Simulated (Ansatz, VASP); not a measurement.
## CaO in VASP and in Ansatz

Contents of INCAR:

```
SYSTEM = CaO
AGGAC    = 1.0          
AGGAX    = 1.0          
ALDAC    = 0.0          
ALDAX    = 1.0          
ALGO     = Normal         ! electronic algorithm
EDIFF    = 1E-6           ! SCF threshold, eV
ENCUT    = 520            ! plane-wave cutoff, eV
GGA      = B5             ! functional
ISIF     = 2              ! what is computed and relaxed
ISMEAR   = 0              ! smearing method
LASPH    = .True.         ! aspherical terms in the spheres
LCHARG   = .False.        ! write CHGCAR
LREAL    = .False.        ! projectors in reciprocal space
LWAVE    = .False.        ! write WAVECAR
NBANDS   = 15             ! bands
NELM     = 60             ! most SCF steps
PREC     = Accurate       ! precision mode
SIGMA    = 0.05           ! smearing width, eV
```

File KPOINTS:

```
k-points
0
Gamma
  8 8 8
  0 0 0
```

File POSCAR:

```
CaO
1.0
    0.0000000000      2.4670987082      2.4670987082
    2.4670987082      0.0000000000      2.4670987082
    2.4670987082      2.4670987082      0.0000000000
Ca O
1 1
Direct
    0.5000000000      0.5000000000      0.5000000000
    0.0000000000      0.0000000000      0.0000000000
```

Input for Ansatz:

```yaml
crystal:
  lattice:
    - [0.0, 2.4670987082, 2.4670987082]
    - [2.4670987082, 0.0, 2.4670987082]
    - [2.4670987082, 2.4670987082, 0.0]
  atoms:
    - { symbol: Ca, position: [0.5, 0.5, 0.5] }
    - { symbol: O, position: [0.0, 0.0, 0.0] }
basis:
  ecutwfc: 420
  ecutrho_ratio: 4
kpoints:
  mp_grid: { grid: [8, 8, 8] }
hamiltonian:
  xc: blyp
scf:
  occupations: { method: gaussian, width: 0.05 }
output:
  forces: true
  stress: true
  eigenvalues: true
```

Alike in both runs: task single point; functional BLYP; k mesh 8 × 8 × 8; occupations gaussian, width 0.05 eV; no spin polarisation.

|  | VASP | Ansatz |
| --- | --- | --- |
| version | VASP 6.6.1 | Ansatz 0.2.0 |
| potentials or method | VASP PAW PBE potentials, release 64 (Ca_sv, O), cutoff 520 eV | scalar-relativistic, plane waves, PAW |
| valence electrons in the cell | 16 | 16 |

Ansatz gave:

```
gap on the k mesh at the Fermi level (eV) : 3.75
least direct gap on the mesh (eV)         : 4.13
pressure (GPa)                            : -3.7
```

Q: What did VASP give for the same quantities?

A: gap on the k mesh at the Fermi level (eV): 3.73; least direct gap on the mesh (eV): 4.11; pressure (GPa): -3.2.

VASP's potentials were made for PBE, not for BLYP.
